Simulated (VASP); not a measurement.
# GaAs (F-43m) in VASP: further runs

The runs below take GaAs through single point, with PBE.

Program: VASP 6.6.1. These are calculated values, not measurements. Logs are shortened: lines on timing, memory, paths and dates and some standing lists are left out, and cuts for length are marked.

**1. The cell of the first run**

The structure is cubic, space group F-43m (No. 216). The conventional cell has a = 5.578 Å, b = 5.578 Å, c = 5.578 Å, α = 90.00°, β = 90.00°, γ = 90.00°. Within 3.2 Å of Ga (site symmetry -43m) lie 4 As at 2.42 Å. Within 3.2 Å of As (site symmetry -43m) lie 4 Ga at 2.42 Å.

**2. Single point, PBE**

Input file INCAR:

```
PREC = Accurate
ENCUT = 500
EDIFF = 1E-6
ISMEAR = 0
SIGMA = 0.01
LREAL = F
LASPH = T
NELM = 120
ALGO = Normal
ISIF = 2
LWAVE = F
LCHARG = F
GGA = PE
NBANDS = 16
GGA_COMPAT = F
```

Input file KPOINTS:

```
Automatic mesh
0
Gamma
  4 4 4
```

Input file POSCAR:

```
GaAs
1.0
    0.0000000000      2.7887926137      2.7887926137
    2.7887926137      0.0000000000      2.7887926137
    2.7887926137      2.7887926137      0.0000000000
Ga As
1 1
Direct
    0.0000000000      0.0000000000      0.0000000000
    0.2500000000      0.2500000000      0.2500000000
```

Potentials or basis: VASP PAW PBE potentials, release 64 (Ga_d, As).

The run is started by

```sh
$ cat potpaw_PBE.64/Ga_d/POTCAR potpaw_PBE.64/As/POTCAR > POTCAR
$ mpirun -np 1 vasp_std > vasp.out
```

OUTCAR:

```text
PREC = Accurate
   ENCUT = 500
   EDIFF = 1E-6
   ISMEAR = 0
   LREAL = F
   LASPH = T
   NELM = 120
   ISIF = 2
   GGA = PE

 ion  position               nearest neighbor table
   1  0.000  0.000  0.000-   2 2.42   2 2.42   2 2.42   2 2.42
   2  0.250  0.250  0.250-   1 2.42   1 2.42   1 2.42   1 2.42

  LATTYP: Found a face centered cubic cell.
 ALAT       =     5.5775852274

  Lattice vectors:

 A1 = (   0.0000000000,   2.7887926137,   2.7887926137)
 A2 = (   2.7887926137,   0.0000000000,   2.7887926137)
 A3 = (   2.7887926137,   2.7887926137,   0.0000000000)

Analysis of symmetry for initial positions (statically):
[... 5 lines left out ...]
 face centered cubic supercell.

 Subroutine GETGRP returns: Found 24 space group operations
 (whereof 24 operations were pure point group operations)
 out of a pool of 48 trial point group operations.

The static configuration has the point symmetry T_d .

Analysis of symmetry for dynamics (positions and initial velocities):
[... 5 lines left out ...]
 face centered cubic supercell.

 Subroutine GETGRP returns: Found 24 space group operations
 (whereof 24 operations were pure point group operations)
 out of a pool of 48 trial point group operations.

The dynamic configuration has the point symmetry T_d .

 Subroutine INISYM returns: Found 24 space group operations
 (whereof 24 operations are pure point group operations),
 and found     1 'primitive' translations

----------------------------------------------------------------------------------------

                                     Primitive cell

  volume of cell :      43.3789

  direct lattice vectors                    reciprocal lattice vectors
     0.000000000  2.788792614  2.788792614    -0.179289058  0.179289058  0.179289058
     2.788792614  0.000000000  2.788792614     0.179289058 -0.179289058  0.179289058
     2.788792614  2.788792614  0.000000000     0.179289058  0.179289058 -0.179289058

  length of vectors
     3.943948337  3.943948337  3.943948337     0.310537757  0.310537757  0.310537757

  position of ions in fractional coordinates (direct lattice)
     0.000000000  0.000000000  0.000000000
     0.250000000  0.250000000  0.250000000

  ion indices of the primitive-cell ions
   primitive index   ion index
                 1           1
                 2           2

----------------------------------------------------------------------------------------

 KPOINTS: Automatic mesh

Automatic generation of k-mesh.
 Grid dimensions read from file:
 generate k-points for:    4    4    4

 Generating k-lattice:

  Cartesian coordinates                     Fractional coordinates (reciprocal lattice)
    -0.044822264  0.044822264  0.044822264     0.250000000  0.000000000  0.000000000
     0.044822264 -0.044822264  0.044822264     0.000000000  0.250000000  0.000000000
     0.044822264  0.044822264 -0.044822264     0.000000000  0.000000000  0.250000000

  Length of vectors
     0.077634439  0.077634439  0.077634439

  Shift w.r.t. Gamma in fractional coordinates (k-lattice)
     0.000000000  0.000000000  0.000000000

 Subroutine IBZKPT returns following result:
 ===========================================

 Found      8 irreducible k-points:

 Following reciprocal coordinates:
            Coordinates               Weight
  0.000000  0.000000  0.000000      1.000000
  0.250000  0.000000  0.000000      8.000000
  0.500000  0.000000  0.000000      4.000000
  0.250000  0.250000  0.000000      6.000000
  0.500000  0.250000  0.000000     24.000000
 -0.250000  0.250000  0.000000     12.000000
  0.500000  0.500000  0.000000      3.000000
 -0.250000  0.500000  0.250000      6.000000
   k-points           NKPTS =      8   k-points in BZ     NKDIM =      8   number of bands    NBANDS=     16
   number of dos      NEDOS =    301   number of ions     NIONS =      2
   total plane-waves  NPLWV =  27000
   dimension x,y,z NGX =    30 NGY =   30 NGZ =   30
   dimension x,y,z NGXF=    60 NGYF=   60 NGZF=   60
   ions per type =               1   1
   NGX,Y,Z   is equivalent  to a cutoff of  12.65, 12.65, 12.65 a.u.
   NGXF,Y,Z  is equivalent  to a cutoff of  25.29, 25.29, 25.29 a.u.
 SYSTEM =  unknown system
   PREC   = accura    normal or accurate (medium, high low for compatibility)
   ISTART =      0    job   : 0-new  1-cont  2-samecut
   ICHARG =      2    charge: 1-file 2-atom 10-const
   ISPIN  =      1    spin polarized calculation?
   LNONCOLLINEAR =      F non collinear calculations
   LSORBIT =      F    spin-orbit coupling
   LASPH  =      T    aspherical Exc in radial PAW
   ENCUT  =  500.0 eV  36.75 Ry    6.06 a.u.   7.19  7.19  7.19*2*pi/ulx,y,z
   NELM   =    120;   NELMIN=  2; NELMDL= -5     # of ELM steps
   EDIFF  = 0.1E-05   stopping-criterion for ELM
   LREAL  =      F    real-space projection
   EDIFFG = 0.1E-04   stopping-criterion for IOM
   NSW    =      0    number of steps for IOM
   IBRION =     -1    ionic relax: 0-MD 1-quasi-New 2-CG
   NFREE  =      0    steps in history (QN), initial steepest desc. (CG)
   ISIF   =      2    stress and relaxation
   ISYM   =      2    0-nonsym 1-usesym 2-fastsym
   POTIM  = 0.5000    time-step for ionic-motion
   TEBEG  =    0.0;   TEEND  =   0.0 temperature during run
   PSTRESS=    0.0 pullay stress
   NELECT =      18.0000    total number of electrons
   NUPDOWN=      -1.0000    fix difference up-down
   EMIN   =  10.00;   EMAX   =-10.00  energy-range for DOS
   EFERMI =   0.00;   METHOD = LEGACY
   ISMEAR =     0;   SIGMA  =   0.01  broadening in eV -4-tet -1-fermi 0-gaus
   EFERMI_NEDOS =   21; number of points for ismear=-14 and -15
   IALGO  =     38    algorithm
   IMIX   =      4    mixing-type and parameters
     AMIX     =   0.40;   BMIX     =  1.00
     AMIX_MAG =   1.60;   BMIX_MAG =  1.00
  volume/ion in A,a.u.               =      21.69       146.37
  Fermi-wavevector in a.u.,A,eV,Ry     =   1.221067  2.307482 20.286345  1.491004
  Thomas-Fermi vector in A             =   2.356262
   LORBIT       =      0    0 simple, 1 ext, 2 COOP (PROOUT), +10 PAW based schemes
   GGA     = PE    functional components
   LHFCALC =     F    Hartree Fock is set to
   AEXX    =    0.0000 exact exchange contribution
   IVDW    =     0    specifies the selected vdW correction
   LEPSILON=     F    determine dielectric tensor
   LRPA    =     F    only Hartree local field effects (RPA)
 non-spin polarized calculation
 Gauss-broadening in eV      SIGMA  =   0.01
  energy-cutoff  :      500.00
  volume of cell :       43.38
 maximum number of plane-waves:      1124
 NGX is ok and might be reduce to    30
   NGX = 15   NGY = 15   NGZ = 15

 number of electron      18.0000015 magnetization

 Free energy of the ion-electron system (eV)
  ---------------------------------------------------
  ext. energy  EPLUGINS =         0.00000000
  ---------------------------------------------------
  free energy    TOTEN  =        -8.01220329 eV

  energy without entropy =       -8.01220329  energy(sigma->0) =       -8.01220329

 E-fermi :   4.4158     XC(G=0):  -9.7453

 val. band max:        4.3718994102   @ k =   0.0000   0.0000   0.0000
 cond. band min:       5.1940013922   @ k =   0.0000   0.0000   0.0000
 fundamental gap:      0.8221019820
 Fermi energy:         4.4158331655

 k-point     1 :       0.0000    0.0000    0.0000
  band No.  band energies     occupation
      1     -10.5674      2.00000
      2     -10.5674      2.00000
      3     -10.5674      2.00000
      4     -10.4791      2.00000
      5     -10.4791      2.00000
      6      -8.6577      2.00000
[... 8 lines left out ...]
     15      14.5662      0.00000
     16      14.5662      0.00000

 k-point     2 :       0.2500    0.0000    0.0000
  band No.  band energies     occupation
      1     -10.6175      2.00000
      2     -10.5546      2.00000
      3     -10.5546      2.00000
      4     -10.4788      2.00000
      5     -10.4788      2.00000
      6      -7.9207      2.00000
[... 8 lines left out ...]
     15      13.4305      0.00000
     16      13.4305      0.00000

 k-point     3 :       0.5000    0.0000    0.0000
  band No.  band energies     occupation
      1     -10.6587      2.00000
      2     -10.5455      2.00000
      3     -10.5455      2.00000
      4     -10.4746      2.00000
      5     -10.4746      2.00000
      6      -6.7571      2.00000
[... 8 lines left out ...]
     15      16.4182      0.00000
     16      16.4182      0.00000

 k-point     4 :       0.2500    0.2500    0.0000
  band No.  band energies     occupation
      1     -10.6400      2.00000
      2     -10.5400      2.00000
      3     -10.5400      2.00000
      4     -10.4928      2.00000
      5     -10.4718      2.00000
      6      -7.6721      2.00000
[... 8 lines left out ...]
     15      15.5887      0.00000
     16      16.0172      0.00000

 k-point     5 :       0.5000    0.2500    0.0000
  band No.  band energies     occupation
      1     -10.6708      2.00000
      2     -10.5333      2.00000
      3     -10.5271      2.00000
      4     -10.4919      2.00000
      5     -10.4711      2.00000
      6      -6.4524      2.00000
[... 8 lines left out ...]
     15      16.5610      0.00000
     16      17.2331      0.00000

 k-point     6 :      -0.2500    0.2500    0.0000
  band No.  band energies     occupation
      1     -10.6547      2.00000
      2     -10.5411      2.00000
      3     -10.5386      2.00000
      4     -10.4814      2.00000
      5     -10.4789      2.00000
      6      -6.9036      2.00000
[... 8 lines left out ...]
     15      14.9177      0.00000
     16      17.3322      0.00000

 k-point     7 :       0.5000    0.5000    0.0000
  band No.  band energies     occupation
      1     -10.6926      2.00000
      2     -10.5112      2.00000
      3     -10.5112      2.00000
      4     -10.5094      2.00000
      5     -10.4646      2.00000
      6      -5.9564      2.00000
[... 8 lines left out ...]
     15      17.8863      0.00000
     16      17.9232      0.00000

 k-point     8 :      -0.2500    0.5000    0.2500
  band No.  band energies     occupation
      1     -10.6783      2.00000
      2     -10.5319      2.00000
      3     -10.5173      2.00000
      4     -10.4915      2.00000
      5     -10.4747      2.00000
      6      -5.8874      2.00000
[... 8 lines left out ...]
     15      16.8343      0.00000
     16      17.9489      0.00000

------------------------ aborting loop because EDIFF is reached ----------------------------------------

  FORCE on cell =-STRESS in cart. coord.  units (eV):
  Direction    XX          YY          ZZ          XY          YZ          ZX
  --------------------------------------------------------------------------------------
  -------------------------------------------------------------------------------------
  Total        1.9429303      1.9429303      1.9429303      0.0000000     -0.0000000      0.0000000
  in kB       71.7611089     71.7611089     71.7611089      0.0000000     -0.0000000      0.0000000
  external PRESSURE =      71.7611089 kB  Pullay stress =       0.0000000 kB

 VOLUME and BASIS-vectors are now :
 -----------------------------------------------------------------------------
  energy-cutoff  :      500.00
  volume of cell :       43.38
      direct lattice vectors                 reciprocal lattice vectors
     0.000000000  2.788792614  2.788792614    -0.179289058  0.179289058  0.179289058
     2.788792614  0.000000000  2.788792614     0.179289058 -0.179289058  0.179289058
     2.788792614  2.788792614  0.000000000     0.179289058  0.179289058 -0.179289058

 POSITION                                       TOTAL-FORCE (eV/Angst)
 -----------------------------------------------------------------------------------
      0.00000      0.00000      0.00000        -0.000000     -0.000000     -0.000000
      1.39440      1.39440      1.39440         0.000000      0.000000      0.000000
 -----------------------------------------------------------------------------------
    total drift:                               -0.000000     -0.000000     -0.000000

  FREE ENERGIE OF THE ION-ELECTRON SYSTEM (eV)
  ---------------------------------------------------
  free  energy   TOTEN  =        -8.0122032937 eV

  energy  without entropy=       -8.0122032937  energy(sigma->0) =       -8.01220329
```

Run time: 7.3 s. Hardware: 1 thread of AMD EPYC 7R13 (Zen 3), shared host; peak memory 0.13 GiB.

What came out:

```yaml
Free_energy: -8.0122 eV
Pressure: 7.2 GPa
Band_gap_on_the_k_mesh: 0.82 eV, direct
```

Caveat: the k points lie up to 0.49 Å⁻¹ apart.

**3. Single point, PBE**

This run uses another cell than the first one, of 22.59 Å³/atom, 1.042 times its volume.

Input file INCAR:

```
ALGO = Normal
EDIFF = 1E-6
ENCUT = 500
GGA = PE
GGA_COMPAT = F
ISIF = 2
ISMEAR = 0
LASPH = T
LCHARG = F
LREAL = F
LWAVE = F
NBANDS = 16
NELM = 120
PREC = Accurate
SIGMA = 0.01
```

Input file KPOINTS:

```
k-points
0
Gamma
  6 6 6
```

Input file POSCAR:

```
GaAs
1.0
    0.0000000000      2.8270000000      2.8270000000
    2.8270000000      0.0000000000      2.8270000000
    2.8270000000      2.8270000000      0.0000000000
Ga As
1 1
Direct
    0.0000000000      0.0000000000      0.0000000000
    0.2500000000      0.2500000000      0.2500000000
```

Potentials or basis: VASP PAW PBE potentials, release 64 (Ga_d, As).

The run is started by

```sh
$ cat potpaw_PBE.64/Ga_d/POTCAR potpaw_PBE.64/As/POTCAR > POTCAR
$ mpirun -np 1 vasp_std > vasp.out
```

Wall time 10 s (1 thread of AMD EPYC 7R13 (Zen 3), shared host); peak memory 0.14 GiB.

Results (log left out):

* Free energy: -8.2271 eV
* Pressure: 3.4 GPa
* Band gap on the k mesh: 0.52 eV, direct

Levels at points of the mesh, in eV from the valence-band top:
```csv
k point,band 6,band 7,band 8,band 9,band 10,band 11,band 12,band 13
"(0.00, 0.00, 0.00)",-12.72,0.00,0.00,0.00,0.52,3.72,3.72,3.72
"(0.50, 0.00, 0.00)",-10.96,-6.64,-1.14,-1.14,1.00,4.63,4.63,7.75
"(0.50, 0.50, 0.00)",-10.22,-6.82,-2.68,-2.68,1.46,1.65,10.16,10.16
```

A k mesh can miss the band edges. As with any semilocal functional, this PBE gap is likely too small.
